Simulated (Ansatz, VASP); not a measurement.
# Cr: VASP beside Ansatz

```
Cr
1.0
     0.00000    2.54991    2.54991
     2.54991    0.00000    2.54991
     2.54991    2.54991    0.00000
Cr
2
Direct
  0.12500 0.12500 0.12500
  0.87500 0.87500 0.87500
```

Alike in both runs: task single point; functional PBE; k mesh 12 × 12 × 12; occupations fermi-dirac, width 0.1 eV; no spin polarisation.

|  | VASP | Ansatz |
| --- | --- | --- |
| version | VASP 6.6.1 | Ansatz 0.2.0 |
| potentials or method | VASP PAW PBE potentials, release 64 (Cr_pv), cutoff 520 eV | plane waves (420 eV) with PAW, scalar-relativistic |
| valence electrons in the cell | 24 | 28 |

Ansatz gave:

- pressure (GPa): 0.0

Question: Estimate VASP's values.

Answer: Pressure (GPa): 0.2.

VASP's potentials hold 24 valence electrons a cell and Ansatz's 28, so a difference there can come from the potentials and not from the codes.
